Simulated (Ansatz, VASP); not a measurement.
## PbSe: VASP beside Ansatz

```
Pb Se
1.0
     3.89925    0.00000    0.00000
     0.00000    3.89925    0.00000
     0.00000    0.00000    3.89925
Pb Se
1 1
Direct
  0.00000 0.00000 0.00000
  0.50000 0.50000 0.50000
```

Alike in both runs: task single point; functional r2SCAN; k mesh 12 × 12 × 12; occupations gaussian, width 0.1 eV; no spin polarisation.

|  | VASP | Ansatz |
| --- | --- | --- |
| version | VASP 6.6.1 | Ansatz 0.2.0 |
| potentials or method | VASP PAW PBE potentials, release 64 (Pb_d, Se), cutoff 520 eV | scalar-relativistic, plane waves, PAW |
| valence electrons in the cell | 20 | 30 |

|  | VASP | Ansatz | Ansatz less VASP |
| --- | --- | --- | --- |
| gap on the k mesh at the Fermi level (eV) | none | none | - |
| pressure (GPa) | -4.5 | -4.5 | 0.00 |

VASP's potentials were made for PBE, not for r2SCAN. A gap of «none» marks a metal or a gap that the smearing closes. VASP's potentials hold 20 valence electrons a cell and Ansatz's 30, so a difference there can come from the potentials and not from the codes.

Neither program's run includes spin-orbit coupling.
